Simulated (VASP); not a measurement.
A run of VASP 6.6.1:

File INCAR:

```
SYSTEM = Na
PREC = Accurate
ENCUT = 500
EDIFF = 1E-6
ISMEAR = -1
SIGMA = 0.05
LREAL = .False.
LASPH = .True.
NELM = 120
ALGO = Normal
ISIF = 2
LWAVE = .False.
LCHARG = .False.
GGA = PE
NBANDS = 10
GGA_COMPAT = .False.
```

The input KPOINTS:

```
regular mesh
0
Gamma
  10 10 10
  0 0 0
```

POSCAR

```
Na
1.0
    0.0000000000      2.6440948619      2.6440948619
    2.6440948619      0.0000000000      2.6440948619
    2.6440948619      2.6440948619      0.0000000000
Na
1
Direct
    0.0000000000      0.0000000000      0.0000000000
```

Potentials or basis: VASP PAW PBE potentials, release 64 (Na_pv).

Command:

```sh
$ cat potpaw_PBE.64/Na_pv/POTCAR > POTCAR
$ mpirun -np 1 vasp_std > vasp.out
```

Hardware: 1 thread of Intel Xeon 8259CL (shared host).

Question: How long does it take, and how much memory?

Answer: It took 18 s on 1 thread of Intel Xeon 8259CL (shared host), peak memory 0.15 GiB. Counts: scf iterations 9, k points 47.
